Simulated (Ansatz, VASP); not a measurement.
## Co: VASP beside Ansatz

File INCAR:

```
PREC = Accurate ; ENCUT = 600
EDIFF = 1E-6 ; ISMEAR = 0
SIGMA = 0.05 ; LREAL = F
LASPH = T ; NELM = 200
ALGO = Normal ; ISIF = 2
LWAVE = F ; LCHARG = F
LNONCOLLINEAR = T ; MAGMOM = 0.461 -0.807 -1.047 -0.914 0.46 0.628
LORBIT = 11 ; LMAXMIX = 4
GGA = PE ; ISYM = -1
NBANDS = 30 ; GGA_COMPAT = F
```

The input KPOINTS:

```
Automatic mesh
0
Gamma
  2 2 2
```

File POSCAR:

```
Co
1.0
    2.9274000000      0.0000000000      0.0000000000
    0.0000000000      2.9274000000      0.0000000000
    0.0000000000      0.0000000000      2.9274000000
Co
2
Direct
    0.0000000000      0.0000000000      0.0000000000
    0.5000000000      0.5000000000      0.5000000000
```

Input for Ansatz:

```yaml
crystal:
  atoms:
    - { position: [0, 0, 0], spin: 1.4, spin_axis: [0.329, -0.576, -0.748], symbol: Co }
    - { position: [0.5, 0.5, 0.5], spin: 1.2, spin_axis: [-0.761, 0.383, 0.523], symbol: Co }
  lattice:
    - [2.9274, 0, 0]
    - [0, 2.9274, 0]
    - [0, 0, 2.9274]
  symmetry: { detect: false }
hamiltonian:
  pseudopotentials: { kind: nc }
  xc: pbe
kpoints:
  mp_grid: { grid: [2, 2, 2] }
magnetization:
  noncollinear: true
scf:
  occupations: { method: gaussian, width: "0.05 eV" }
```

Alike in both runs: task single point; functional PBE; k mesh 2 × 2 × 2; non-collinear spin.

```csv
,VASP,Ansatz
version,VASP 6.6.1,Ansatz development build ahead of 0.2.0
potentials or method,"VASP PAW PBE potentials, release 64 (Co)","norm-conserving potentials, plane waves, scalar-relativistic"
plane-wave cutoff (eV),600,1306
occupations,"gaussian, width 0.05 eV",gaussian
```

```csv
,VASP,Ansatz,Ansatz less VASP
net moment per atom (μB),0.85,0.59,-0.256
size of the moment on the site where the two differ most (μB),1.64,1.38,-0.264
```

The net moments are unlike, so the other rows may belong to different states. Site moments also hang on the region over which each program counts them.

The k mesh is coarse, so the values compare programs but aren't converged.
